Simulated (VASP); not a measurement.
Here is a VASP 6.6.1 calculation.

File INCAR:

```
SYSTEM = PbI2
  PREC = Accurate
  ENCUT = 500
  EDIFF = 1E-6
  ISMEAR = 0
  SIGMA = 0.01
  LREAL = .False.
  LASPH = .True.
  NELM = 120
  ALGO = Normal
  ISIF = 2
  LWAVE = .False.
  LCHARG = .True.
  GGA = PE
  LELF = .True.
  LVHAR = .True.
  NBANDS = 21
  GGA_COMPAT = .False.
```

The input KPOINTS:

```
Automatic mesh
0
Gamma
  6 6 4
  0 0 0
```

The input POSCAR:

```
PbI2
1.0
    4.5550000000      0.0000000000      0.0000000000
   -2.2775000000      3.9447460000      0.0000000000
    0.0000000000      0.0000000000      6.9770000000
Pb I
1 2
Direct
    0.0000000000      0.0000000000      0.0000000000
    0.3333330000      0.6666670000      0.2650000000
    0.6666670000      0.3333330000      0.7350000000
```

Potentials or basis: VASP PAW PBE potentials, release 64 (Pb_d, I).

Run with:

```console
$ cat potpaw_PBE.64/Pb_d/POTCAR potpaw_PBE.64/I/POTCAR > POTCAR
$ mpirun -np 1 vasp_std > vasp.out
```

Q: Estimate the pressure.

A: 1.8 GPa.

Q: Predict the band gap on the k mesh.

A: 2.22 eV.

Q: Predict the largest force.

A: 0.173 eV/Å.

Forces on the atoms (eV/Å):
```
Pb   0.000  0.000  0.000
I    0.000  0.000  0.173
I    0.000  0.000 -0.173
```

Caveat: spin-orbit coupling is left out, which moves the levels of the heavy elements; this functional lacks dispersion, which binds the layers, so the pressure and a relaxed spacing across them are unreliable. A k mesh can miss the band edges.
